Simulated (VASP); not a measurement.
A run of VASP 6.6.1:

INCAR

```
SYSTEM = Cu
  ALGO = Normal
  EDIFF = 1E-7
  ENCUT = 520
  GGA = PS
  ISIF = 2
  ISMEAR = 0
  LASPH = .TRUE.
  LCHARG = .FALSE.
  LREAL = .FALSE.
  LWAVE = .FALSE.
  NBANDS = 12
  NELM = 80
  PREC = Accurate
  SIGMA = 0.1
```

KPOINTS

```
k-points
0
G
  20 20 20
  0 0 0
```

File POSCAR:

```
Cu
1.0
   -1.5021961666      1.5021961666      1.3844313494
    1.5021961666     -1.5021961666      1.3844313494
    1.5021961666      1.5021961666     -1.3844313494
Cu
1
Direct
    0.0000000000      0.0000000000      0.0000000000
```

Potentials or basis: VASP PAW PBE potentials, release 64 (Cu).

Run with:

```console
$ cat potpaw_PBE.64/Cu/POTCAR > POTCAR
$ mpirun -np 1 vasp_std > vasp.out
```

Hardware: 1 thread of AMD EPYC 9R45 96-Core Processor (Zen 5) (shared host).

Q: How long does it take, and how much memory?

A: Wall time 57 s on 1 thread of AMD EPYC 9R45 96-Core Processor (Zen 5), with other jobs on the host, peak memory 0.17 GiB. Counts: scf iterations 12, k points 641.
